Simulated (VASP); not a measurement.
# CaS (Fm-3m) in VASP: a series of runs

The runs below take CaS through single point, with PBE, r2SCAN.

Everything below comes from runs of VASP 6.6.1. Logs are shortened: lines on timing, memory, paths and dates and some standing lists are left out, and cuts for length are marked.

### Step 1. The cell of the first run

It takes space group Fm-3m (No. 225, cubic). Conventional cell: a = 5.705 Å, b = 5.705 Å, c = 5.705 Å, α = 90.00°, β = 90.00°, γ = 90.00°. Within 3.8 Å of Ca (site symmetry m-3m) lie 6 S at 2.85 Å. Within 3.8 Å of S (site symmetry m-3m) lie 6 Ca at 2.85 Å.

### Step 2. Single point, PBE

The input, INCAR:

```
PREC = Accurate
ENCUT = 500
EDIFF = 1E-6
ISMEAR = 0
SIGMA = 0.1
LREAL = False
LASPH = True
NELM = 120
ALGO = Normal
ISIF = 2
LWAVE = False
LCHARG = False
GGA = PE
NBANDS = 15
GGA_COMPAT = False
```

The input, KPOINTS:

```
regular mesh
0
Gamma
  4 4 4
```

The input, POSCAR:

```
CaS
1.0
    0.0000000000      2.8523742917      2.8523742917
    2.8523742917      0.0000000000      2.8523742917
    2.8523742917      2.8523742917      0.0000000000
Ca S
1 1
Direct
    0.9870000000      0.3650000000      0.2150000000
    1.4870000000      0.8650000000      0.7150000000
```

Potentials or basis: VASP PAW PBE potentials, release 64 (Ca_sv, S).

On the command line:

```
$ cat potpaw_PBE.64/Ca_sv/POTCAR potpaw_PBE.64/S/POTCAR > POTCAR
$ mpirun -np 1 vasp_std > vasp.out
```

OUTCAR:

```text
PREC = Accurate
   ENCUT = 500
   EDIFF = 1E-6
   ISMEAR = 0
   LREAL = False
   LASPH = True
   NELM = 120
   ISIF = 2
   GGA = PE

 ion  position               nearest neighbor table
   1  0.987  0.365  0.215-   2 2.85   2 2.85   2 2.85   2 2.85   2 2.85   2 2.85
   2  0.487  0.865  0.715-   1 2.85   1 2.85   1 2.85   1 2.85   1 2.85   1 2.85

  LATTYP: Found a face centered cubic cell.
 ALAT       =     5.7047485834

  Lattice vectors:

 A1 = (   0.0000000000,   2.8523742917,   2.8523742917)
 A2 = (   2.8523742917,   0.0000000000,   2.8523742917)
 A3 = (   2.8523742917,   2.8523742917,   0.0000000000)

Analysis of symmetry for initial positions (statically):
=====================================================================
 Subroutine PRICEL returns:
 Original cell was already a primitive cell.

 Routine SETGRP: Setting up the symmetry group for a
 face centered cubic supercell.

 Subroutine GETGRP returns: Found 48 space group operations
 (whereof  1 operations were pure point group operations)
 out of a pool of 48 trial point group operations.

The static configuration has the point symmetry C_1 .
 The point group associated with its full space group is O_h .

Analysis of symmetry for dynamics (positions and initial velocities):
=====================================================================
 Subroutine PRICEL returns:
 Original cell was already a primitive cell.

 Routine SETGRP: Setting up the symmetry group for a
 face centered cubic supercell.

 Subroutine GETGRP returns: Found 48 space group operations
 (whereof  1 operations were pure point group operations)
 out of a pool of 48 trial point group operations.

The dynamic configuration has the point symmetry C_1 .
 The point group associated with its full space group is O_h .

 Subroutine INISYM returns: Found 48 space group operations
 (whereof  1 operations are pure point group operations),
 and found     1 'primitive' translations

----------------------------------------------------------------------------------------

                                     Primitive cell

  volume of cell :      46.4141

  direct lattice vectors                    reciprocal lattice vectors
     0.000000000  2.852374292  2.852374292    -0.175292563  0.175292563  0.175292563
     2.852374292  0.000000000  2.852374292     0.175292563 -0.175292563  0.175292563
     2.852374292  2.852374292  0.000000000     0.175292563  0.175292563 -0.175292563

  length of vectors
     4.033866408  4.033866408  4.033866408     0.303615625  0.303615625  0.303615625

  position of ions in fractional coordinates (direct lattice)
     0.987000000  0.365000000  0.215000000
     0.487000000  0.865000000  0.715000000

  ion indices of the primitive-cell ions
   primitive index   ion index
                 1           1
                 2           2

----------------------------------------------------------------------------------------

 KPOINTS: regular mesh

Automatic generation of k-mesh.
 Grid dimensions read from file:
 generate k-points for:    4    4    4

 Generating k-lattice:

  Cartesian coordinates                     Fractional coordinates (reciprocal lattice)
    -0.043823141  0.043823141  0.043823141     0.250000000  0.000000000  0.000000000
     0.043823141 -0.043823141  0.043823141     0.000000000  0.250000000  0.000000000
     0.043823141  0.043823141 -0.043823141     0.000000000  0.000000000  0.250000000

  Length of vectors
     0.075903906  0.075903906  0.075903906

  Shift w.r.t. Gamma in fractional coordinates (k-lattice)
     0.000000000  0.000000000  0.000000000

 Subroutine IBZKPT returns following result:
 ===========================================

 Found      8 irreducible k-points:

 Following reciprocal coordinates:
            Coordinates               Weight
  0.000000  0.000000  0.000000      1.000000
  0.250000  0.000000  0.000000      8.000000
  0.500000  0.000000  0.000000      4.000000
  0.250000  0.250000  0.000000      6.000000
  0.500000  0.250000  0.000000     24.000000
 -0.250000  0.250000  0.000000     12.000000
  0.500000  0.500000  0.000000      3.000000
 -0.250000  0.500000  0.250000      6.000000
   k-points           NKPTS =      8   k-points in BZ     NKDIM =      8   number of bands    NBANDS=     15
   number of dos      NEDOS =    301   number of ions     NIONS =      2
   total plane-waves  NPLWV =  27000
   dimension x,y,z NGX =    30 NGY =   30 NGZ =   30
   dimension x,y,z NGXF=    60 NGYF=   60 NGZF=   60
   ions per type =               1   1
   NGX,Y,Z   is equivalent  to a cutoff of  12.36, 12.36, 12.36 a.u.
   NGXF,Y,Z  is equivalent  to a cutoff of  24.73, 24.73, 24.73 a.u.
 SYSTEM =  unknown system
   PREC   = accura    normal or accurate (medium, high low for compatibility)
   ISTART =      0    job   : 0-new  1-cont  2-samecut
   ICHARG =      2    charge: 1-file 2-atom 10-const
   ISPIN  =      1    spin polarized calculation?
   LNONCOLLINEAR =      F non collinear calculations
   LSORBIT =      F    spin-orbit coupling
   LASPH  =      T    aspherical Exc in radial PAW
   ENCUT  =  500.0 eV  36.75 Ry    6.06 a.u.   7.35  7.35  7.35*2*pi/ulx,y,z
   NELM   =    120;   NELMIN=  2; NELMDL= -5     # of ELM steps
   EDIFF  = 0.1E-05   stopping-criterion for ELM
   LREAL  =      F    real-space projection
   EDIFFG = 0.1E-04   stopping-criterion for IOM
   NSW    =      0    number of steps for IOM
   IBRION =     -1    ionic relax: 0-MD 1-quasi-New 2-CG
   NFREE  =      0    steps in history (QN), initial steepest desc. (CG)
   ISIF   =      2    stress and relaxation
   ISYM   =      2    0-nonsym 1-usesym 2-fastsym
   POTIM  = 0.5000    time-step for ionic-motion
   TEBEG  =    0.0;   TEEND  =   0.0 temperature during run
   PSTRESS=    0.0 pullay stress
   NELECT =      16.0000    total number of electrons
   NUPDOWN=      -1.0000    fix difference up-down
   EMIN   =  10.00;   EMAX   =-10.00  energy-range for DOS
   EFERMI =   0.00;   METHOD = LEGACY
   ISMEAR =     0;   SIGMA  =   0.10  broadening in eV -4-tet -1-fermi 0-gaus
   EFERMI_NEDOS =   21; number of points for ismear=-14 and -15
   IALGO  =     38    algorithm
   IMIX   =      4    mixing-type and parameters
     AMIX     =   0.40;   BMIX     =  1.00
     AMIX_MAG =   1.60;   BMIX_MAG =  1.00
  volume/ion in A,a.u.               =      23.21       156.61
  Fermi-wavevector in a.u.,A,eV,Ry     =   1.147885  2.169188 17.927575  1.317640
  Thomas-Fermi vector in A             =   2.284563
   LORBIT       =      0    0 simple, 1 ext, 2 COOP (PROOUT), +10 PAW based schemes
   GGA     = PE    functional components
   LHFCALC =     F    Hartree Fock is set to
   AEXX    =    0.0000 exact exchange contribution
   IVDW    =     0    specifies the selected vdW correction
   LEPSILON=     F    determine dielectric tensor
   LRPA    =     F    only Hartree local field effects (RPA)
 non-spin polarized calculation
 Gauss-broadening in eV      SIGMA  =   0.10
  energy-cutoff  :      500.00
  volume of cell :       46.41
 maximum number of plane-waves:      1243
 NGX is ok and might be reduce to    30
   NGX = 15   NGY = 15   NGZ = 15

 number of electron      16.0000003 magnetization

 Free energy of the ion-electron system (eV)
  ---------------------------------------------------
  ext. energy  EPLUGINS =         0.00000000
  ---------------------------------------------------
  free energy    TOTEN  =       -10.35348140 eV

  energy without entropy =      -10.35348140  energy(sigma->0) =      -10.35348140

 E-fermi :   3.2122     XC(G=0):  -9.2902

 val. band max:        2.7015448984   @ k =   0.0000   0.0000   0.0000
 cond. band min:       5.0619695789   @ k =   0.5000   0.5000   0.0000
 fundamental gap:      2.3604246805
 Fermi energy:         3.2121650731

 k-point     1 :       0.0000    0.0000    0.0000
  band No.  band energies     occupation
      1     -36.5274      2.00000
      2     -17.5066      2.00000
      3     -17.5066      2.00000
      4     -17.5066      2.00000
      5      -8.6067      2.00000
      6       2.7015      2.00000
      7       2.7015      2.00000
      8       2.7015      2.00000
      9       6.8131      0.00000
     10       6.8571      0.00000
     11       6.8571      0.00000
     12       6.8571      0.00000
     13       7.4458      0.00000
     14       7.4458      0.00000
     15      13.5500      0.00000

 k-point     2 :       0.2500    0.0000    0.0000
  band No.  band energies     occupation
      1     -36.5219      2.00000
      2     -17.5893      2.00000
      3     -17.5130      2.00000
      4     -17.5130      2.00000
      5      -8.2302      2.00000
      6       0.8860      2.00000
      7       2.0383      2.00000
      8       2.0383      2.00000
      9       6.9743      0.00000
     10       7.6588      0.00000
     11       7.6588      0.00000
     12       8.8574      0.00000
     13       8.8574      0.00000
     14       8.9230      0.00000
     15      13.0262      0.00000

 k-point     3 :       0.5000    0.0000    0.0000
  band No.  band energies     occupation
      1     -36.5164      2.00000
      2     -17.6691      2.00000
      3     -17.5194      2.00000
      4     -17.5194      2.00000
      5      -7.8061      2.00000
      6      -0.3759      2.00000
      7       1.5531      2.00000
      8       1.5531      2.00000
      9       7.9058      0.00000
     10       8.7374      0.00000
     11       8.8711      0.00000
     12       8.8711      0.00000
     13      10.8062      0.00000
     14      10.8062      0.00000
     15      11.5299      0.00000

 k-point     4 :       0.2500    0.2500    0.0000
  band No.  band energies     occupation
      1     -36.5201      2.00000
      2     -17.5772      2.00000
      3     -17.5302      2.00000
      4     -17.5302      2.00000
      5      -8.2006      2.00000
      6       0.7486      2.00000
      7       2.1717      2.00000
      8       2.1717      2.00000
      9       5.8085      0.00000
     10       7.8385      0.00000
     11       7.8608      0.00000
     12       8.5766      0.00000
     13       8.5766      0.00000
     14      11.0688      0.00000
     15      12.5551      0.00000

 k-point     5 :       0.5000    0.2500    0.0000
  band No.  band energies     occupation
      1     -36.5146      2.00000
      2     -17.6283      2.00000
      3     -17.5567      2.00000
      4     -17.5368      2.00000
      5      -7.8986      2.00000
      6       0.2718      2.00000
      7       1.2448      2.00000
      8       1.7166      2.00000
      9       6.5111      0.00000
     10       8.9678      0.00000
     11       9.0746      0.00000
     12       9.2182      0.00000
     13       9.4400      0.00000
     14      10.3046      0.00000
     15      11.5663      0.00000

 k-point     6 :      -0.2500    0.2500    0.0000
  band No.  band energies     occupation
      1     -36.5164      2.00000
      2     -17.6202      2.00000
      3     -17.5601      2.00000
      4     -17.5196      2.00000
      5      -7.9259      2.00000
      6       0.2491      2.00000
      7       1.3650      2.00000
      8       1.6142      2.00000
      9       7.8210      0.00000
     10       8.1572      0.00000
     11       8.3074      0.00000
     12       8.7210      0.00000
     13       9.8323      0.00000
     14      10.7898      0.00000
     15      12.5783      0.00000

 k-point     7 :       0.5000    0.5000    0.0000
  band No.  band energies     occupation
      1     -36.5129      2.00000
      2     -17.6261      2.00000
      3     -17.5540      2.00000
      4     -17.5540      2.00000
      5      -7.9872      2.00000
      6       0.4344      2.00000
      7       1.8982      2.00000
      8       1.8982      2.00000
      9       5.0620      0.00000
     10       8.2843      0.00000
     11       8.6882      0.00000
     12       9.4422      0.00000
     13       9.4571      0.00000
     14       9.4571      0.00000
     15      13.0214      0.00000

 k-point     8 :      -0.2500    0.5000    0.2500
  band No.  band energies     occupation
      1     -36.5129      2.00000
      2     -17.5901      2.00000
      3     -17.5901      2.00000
      4     -17.5638      2.00000
      5      -7.8734      2.00000
      6       0.9289      2.00000
      7       0.9289      2.00000
      8       1.1606      2.00000
      9       7.5143      0.00000
     10       7.5143      0.00000
     11       8.6748      0.00000
     12       9.0968      0.00000
     13       9.4653      0.00000
     14      11.9618      0.00000
     15      12.7548      0.00000

------------------------ aborting loop because EDIFF is reached ----------------------------------------

  FORCE on cell =-STRESS in cart. coord.  units (eV):
  Direction    XX          YY          ZZ          XY          YZ          ZX
  --------------------------------------------------------------------------------------
  -------------------------------------------------------------------------------------
  Total        0.1329535      0.1329535      0.1329535      0.0000000      0.0000000      0.0000000
  in kB        4.5894535      4.5894535      4.5894535      0.0000000      0.0000000      0.0000000
  external PRESSURE =       4.5894535 kB  Pullay stress =       0.0000000 kB

 VOLUME and BASIS-vectors are now :
 -----------------------------------------------------------------------------
  energy-cutoff  :      500.00
  volume of cell :       46.41
      direct lattice vectors                 reciprocal lattice vectors
     0.000000000  2.852374292  2.852374292    -0.175292563  0.175292563  0.175292563
     2.852374292  0.000000000  2.852374292     0.175292563 -0.175292563  0.175292563
     2.852374292  2.852374292  0.000000000     0.175292563  0.175292563 -0.175292563

 POSITION                                       TOTAL-FORCE (eV/Angst)
 -----------------------------------------------------------------------------------
      1.65438      3.42855      3.85641        -0.000000     -0.000000     -0.000000
      4.50675      3.42855      3.85641         0.000000      0.000000      0.000000
 -----------------------------------------------------------------------------------
    total drift:                                0.000001     -0.000001     -0.000001

  FREE ENERGIE OF THE ION-ELECTRON SYSTEM (eV)
  ---------------------------------------------------
  free  energy   TOTEN  =       -10.3534813978 eV

  energy  without entropy=      -10.3534813978  energy(sigma->0) =      -10.35348140
```

It took 16 s on 1 thread of Intel Xeon 8259CL, shared host; peak memory 0.16 GiB.

Results:

- Free energy: -10.3535 eV
- Pressure: 0.5 GPa
- Band gap on the k mesh: 2.36 eV (least direct gap 3.16 eV)

Levels at points of the mesh, in eV from the valence-band top:
```tsv
k point	band 6	band 7	band 8	band 9	band 10	band 11
(0.00, 0.00, 0.00)	0.00	0.00	0.00	4.11	4.16	4.16
(0.50, 0.00, 0.00)	-3.08	-1.15	-1.15	5.20	6.04	6.17
(0.50, 0.50, 0.00)	-2.27	-0.80	-0.80	2.36	5.58	5.99
```

Caveat: the k points lie up to 0.48 Å⁻¹ apart.

### Step 3. Single point, r2SCAN

The input, POSCAR:

```
CaS
1.0
    0.0000000000      2.8523742917      2.8523742917
    2.8523742917      0.0000000000      2.8523742917
    2.8523742917      2.8523742917      0.0000000000
Ca S
1 1
Direct
    0.0000000000      0.0000000000      0.0000000000
    0.5000000000      0.5000000000      0.5000000000
```

The input, INCAR.step1:

```
SYSTEM = CaS
PREC     = Accurate       ! precision mode
ENCUT    = 550            ! plane-wave cutoff, eV
ISMEAR   = 0              ! smearing method
SIGMA    = 0.1            ! smearing width, eV
LREAL    = .FALSE.        ! projectors in reciprocal space
LASPH    = .TRUE.         ! aspherical terms in the spheres
NELM     = 120            ! most SCF steps
NBANDS   = 15             ! bands
GGA      = PE             ! functional
ALGO     = Normal         ! electronic algorithm
EDIFF    = 1E-5           ! SCF threshold, eV
LWAVE    = .TRUE.         ! write WAVECAR
LCHARG   = .FALSE.        ! write CHGCAR
GGA_COMPAT= .FALSE.
```

The input, INCAR.step2:

```
SYSTEM = CaS
PREC     = Accurate       ! precision mode
ENCUT    = 550            ! plane-wave cutoff, eV
EDIFF    = 1E-6           ! SCF threshold, eV
ISMEAR   = 0              ! smearing method
SIGMA    = 0.1            ! smearing width, eV
LREAL    = .FALSE.        ! projectors in reciprocal space
LASPH    = .TRUE.         ! aspherical terms in the spheres
NELM     = 120            ! most SCF steps
ALGO     = Normal         ! electronic algorithm
ISIF     = 2              ! what is computed and relaxed
LWAVE    = .FALSE.        ! write WAVECAR
LCHARG   = .TRUE.         ! write CHGCAR
METAGGA  = R2SCAN         ! meta-GGA
LMIXTAU  = .TRUE.       
LELF     = .TRUE.         ! ELF
LVHAR    = .TRUE.       
NBANDS   = 15             ! bands
ISTART   = 1            
GGA_COMPAT= .FALSE.
```

The input, KPOINTS:

```
regular mesh
0
G
  2 2 2
  0 0 0
```

Potentials or basis: VASP PAW PBE potentials, release 64 (Ca_sv, S).

On the command line:

```
$ cat potpaw_PBE.64/Ca_sv/POTCAR potpaw_PBE.64/S/POTCAR > POTCAR
$ cp INCAR.step1 INCAR
$ mpirun -np 1 vasp_std > vasp.out
$ cp INCAR.step2 INCAR
$ mpirun -np 1 vasp_std > vasp.out
```

Run time: 79 s. Hardware: 1 thread of Intel Xeon 8259CL, shared host; peak memory 0.19 GiB.

Results (log left out):

* Free energy: -19.3963 eV
* Pressure: 3.0 GPa
* Band gap on the k mesh: 2.61 eV (least direct gap 3.46 eV)

Levels at points of the mesh, in eV from the valence-band top:
```csv
k point,band 4,band 5,band 6,band 7,band 8,band 9,band 10,band 11,band 12,band 13
"(0.00, 0.00, 0.00)",-21.13,-11.76,0.00,0.00,0.00,4.45,4.45,4.45,4.78,5.08
"(0.50, 0.00, 0.00)",-21.14,-10.92,-3.16,-1.19,-1.19,5.63,6.44,6.54,6.54,8.57
"(0.50, 0.50, 0.00)",-21.18,-11.10,-2.36,-0.84,-0.84,2.61,5.93,6.59,7.11,7.11
```

Caveat: the k points lie up to 0.95 Å⁻¹ apart; the PAW data sets were made with another functional, which shifts forces and pressure a little.
